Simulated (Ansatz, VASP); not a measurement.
## One calculation of HfO2, two programs

File INCAR:

```
SYSTEM = HfO2
ALGO     = Normal         ! electronic algorithm
EDIFF    = 1E-7           ! SCF threshold, eV
ENCUT    = 520            ! plane-wave cutoff, eV
GGA      = PE             ! functional
ISIF     = 2              ! what is computed and relaxed
ISMEAR   = 0              ! smearing method
LASPH    = .True.         ! aspherical terms in the spheres
LCHARG   = .False.        ! write CHGCAR
LREAL    = .False.        ! projectors in reciprocal space
LWAVE    = .False.        ! write WAVECAR
NBANDS   = 18             ! bands
NELM     = 80             ! most SCF steps
PREC     = Accurate       ! precision mode
SIGMA    = 0.05           ! smearing width, eV
```

KPOINTS

```
k-points
0
Gamma
  8 8 8
  0 0 0
```

File POSCAR:

```
HfO2
1.0
    0.0191812500      2.5575000000      2.5575000000
    2.5575000000      0.0191812500      2.5575000000
    2.5766812500      2.5766812500      0.0000000000
Hf O
1 2
Direct
    0.0000000000      0.0000000000      0.0000000000
    0.2500000000      0.2500000000      0.2500000000
    0.7500000000      0.7500000000      0.7500000000
```

Input for Ansatz:

```yaml
crystal:
  lattice:
    - [0.01918125, 2.5575, 2.5575]
    - [2.5575, 0.01918125, 2.5575]
    - [2.57668125, 2.57668125, 0.0]
  atoms:
    - { symbol: Hf, position: [0.0, 0.0, 0.0] }
    - { symbol: O, position: [0.25, 0.25, 0.25] }
    - { symbol: O, position: [0.75, 0.75, 0.75] }
basis:
  ecutwfc: 420
kpoints:
  mp_grid: { grid: [8, 8, 8] }
hamiltonian:
  xc: pbe
scf:
  occupations: { method: gaussian, width: 0.05 }
output:
  forces: true
  stress: true
  eigenvalues: true
```

Change from the starting cell: strain +0.0150 x Voigt [0, 0, 0, 0, 0, 1], atoms carried along.

Alike in both runs: task single point; functional PBE; k mesh 8 × 8 × 8; occupations gaussian, width 0.05 eV; no spin polarisation.

|  | VASP | Ansatz |
| --- | --- | --- |
| version | VASP 6.6.1 | Ansatz 0.2.0 |
| potentials or method | VASP PAW PBE potentials, release 64 (Hf_pv, O), cutoff 520 eV | scalar-relativistic, plane waves, PAW |
| valence electrons in the cell | 22 | 38 |

|  | VASP | Ansatz | Ansatz less VASP |
| --- | --- | --- | --- |
| gap on the k mesh at the Fermi level (eV) | 3.73 | 3.72 | -0.009 |
| least direct gap on the mesh (eV) | 3.73 | 3.72 | -0.009 |
| pressure (GPa) | -5.9 | -2.4 | +3.54 |
| traceless stress, the component that is largest in VASP (GPa) | -1.17 | -1.24 | -0.067 |
| rms of the force components (eV/Å) | 0.039 | 0.044 | +0.0044 |

Atom by atom the forces differ by 0.004 eV/Å (rms over components). The functional is the same, so the differences come from potentials, cutoffs and numerics. VASP's potentials hold 22 valence electrons a cell and Ansatz's 38, so a difference there can come from the potentials and not from the codes.

Neither program's run includes spin-orbit coupling.
